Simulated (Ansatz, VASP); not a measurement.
VN2: VASP beside Ansatz

Contents of INCAR:

```
SYSTEM = VN2
  PREC = Accurate
  ENCUT = 520
  EDIFF = 1E-7
  ISMEAR = 0
  SIGMA = 0.15
  LREAL = .FALSE.
  LASPH = .TRUE.
  NELM = 60
  ALGO = Normal
  ISIF = 2
  LWAVE = .FALSE.
  LCHARG = .TRUE.
  GGA = PS
  LELF = .TRUE.
  LVHAR = .TRUE.
  NBANDS = 32
```

The input KPOINTS:

```
regular mesh
0
G
  16 16 16
  0 0 0
```

File POSCAR:

```
VN2
1.0
   -2.2368387356      2.2368387356      2.3938994250
    2.2368387356     -2.2368387356      2.3938994250
    2.2368387356      2.2368387356     -2.3938994250
V N
2 4
Direct
    0.2500000000      0.2500000000      0.0000000000
    0.7500000000      0.7500000000      0.0000000000
    0.1142608421      0.6142608421      0.7285216842
    0.6142608421      0.8857391579      0.5000000000
    0.8857391579      0.3857391579      0.2714783159
    0.3857391579      0.1142608421      0.5000000000
```

Input for Ansatz:

```yaml
crystal:
  lattice:
    - [-2.2368387356, 2.2368387356, 2.393899425]
    - [2.2368387356, -2.2368387356, 2.393899425]
    - [2.2368387356, 2.2368387356, -2.393899425]
  atoms:
    - { symbol: V, position: [0.25, 0.25, 0.0] }
    - { symbol: V, position: [0.75, 0.75, 0.0] }
    - { symbol: "N", position: [0.1142608421, 0.6142608421, 0.7285216842] }
    - { symbol: "N", position: [0.6142608421, 0.8857391579, 0.5] }
    - { symbol: "N", position: [0.8857391579, 0.3857391579, 0.2714783159] }
    - { symbol: "N", position: [0.3857391579, 0.1142608421, 0.5] }
basis:
  ecutwfc: 420
kpoints:
  mp_grid: { grid: [16, 16, 16] }
hamiltonian:
  xc: pbesol
scf:
  occupations: { method: gaussian, width: 0.15 }
output:
  forces: true
  stress: true
  eigenvalues: true
```

Change from the starting cell: strain +0.050 along x and y, -0.025 along z, atoms carried along.

Alike in both runs: task single point; functional PBEsol; k mesh 16 × 16 × 16; occupations gaussian, width 0.15 eV; no spin polarisation.

```csv
,VASP,Ansatz
version,VASP 6.6.1,Ansatz 0.2.0
potentials or method,"VASP PAW PBE potentials, release 64 (V_sv, N), cutoff 520 eV","scalar-relativistic, plane waves, PAW"
valence electrons in the cell,46,46
```

```tsv
	VASP	Ansatz	Ansatz less VASP
gap on the k mesh at the Fermi level (eV)	none	none	-
pressure (GPa)	-23.2	-23.8	-0.59
traceless stress, the component that is largest in VASP (GPa)	30.80	31.07	+0.268
rms of the force components (eV/Å)	0.283	0.312	+0.0297
```

VASP's potentials were made for PBE, not for PBEsol. Atom by atom the forces differ by 0.030 eV/Å (rms over components). A gap of «none» marks a metal or a gap that the smearing closes.
